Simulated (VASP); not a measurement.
Crystal: BaCd3Se4.

```xyz
8
Lattice="-3.1238 3.1238 6.6589 3.1238 -3.1238 6.6589 3.1238 3.1238 -6.6589" Properties=species:S:1:pos:R:3 pbc="T T T"
Ba    0.0000    0.0000    6.6589
Cd    0.0000    0.0000   10.8884
Cd    0.0000    0.0000    2.4293
Cd    0.0000    0.0000    0.0000
Se    0.0000    3.1238    2.2865
Se    3.1238    0.0000    2.2865
Se    3.1238    0.0000    4.3724
Se    0.0000    3.1238    4.3724
```

The cell was generated, and may not be a known phase.

- Program: VASP 6.6.1
- Task: relaxation of cell and atoms
- Functional: PBE
- Potentials or basis: VASP PAW PBE potentials, release 64 (Ba_sv, Cd, Se)
- Cutoff: 600 eV
- k mesh: 3 × 3 × 3
- Occupations: gaussian, width 0.15 eV
- Spin: no spin polarisation

At the start: pressure 6.2 GPa; volume 32.49 Å³/atom.

Q: How do energy, volume and symmetry change on relaxing?

A: Over 25 steps the energy falls by 595.4 meV/atom and the volume is 26.37 Å³/atom (-18.8 %); space group I4/mmm (No. 139, to 0.1 Å) before and after.

Step by step:
```csv
step,energy change (eV),largest force (eV/Å),pressure (GPa),volume (Å³)
1,0.0000,6.6175,6.17,259.90
2,-1.8438,0.4051,-6.40,305.64
3,-2.4290,0.2309,-4.04,281.26
4,-2.4314,0.2533,-3.95,280.82
5,-2.4363,0.4399,-3.23,277.62
6,-3.0418,0.6912,-2.37,255.13
7,-3.4260,1.2354,8.15,194.01
8,-3.7069,1.0256,0.71,224.19
9,-3.7601,1.1227,3.38,210.25
10,-3.9250,0.8689,4.16,204.57
11,-3.9392,0.8520,4.58,202.40
12,-4.1899,0.6580,1.99,210.54
13,-4.3127,0.4336,-1.17,223.98
14,-4.3139,0.4507,-0.93,222.75
15,-4.3567,0.4383,-0.89,221.76
16,-4.4793,0.3686,-0.73,218.79
17,-4.6537,0.2068,-0.08,212.80
18,-4.5628,0.5521,2.36,200.72
19,-4.7195,0.1953,0.44,209.16
20,-4.7260,0.1638,0.95,206.40
21,-4.7293,0.1770,0.74,207.45
22,-4.7327,0.2061,-0.44,212.35
23,-4.7503,0.1568,0.08,210.04
24,-4.7588,0.0941,-0.01,210.42
25,-4.7635,0.0706,-0.12,210.97
```

Final structure:
```xyz
8
Lattice="-2.5830 2.5830 7.9055 2.5830 -2.5830 7.9055 2.5830 2.5830 -7.9055" Properties=species:S:1:pos:R:3 pbc="T T T"
Ba    0.0000    0.0000    7.9055
Cd    0.0000    0.0000   12.5005
Cd    0.0000    0.0000    3.3105
Cd    0.0000    0.0000    0.0000
Se    0.0000    2.5830    2.1331
Se    2.5830    0.0000    2.1331
Se    2.5830    0.0000    5.7724
Se    0.0000    2.5830    5.7724
```

Caveat: the k points lie up to 0.43 Å⁻¹ apart in the final cell; the volume moved by over 15 % at a fixed basis, so the end points are rough; the relaxation stopped at a loose force limit of 0.08 eV/Å, so its end isn't a converged minimum.
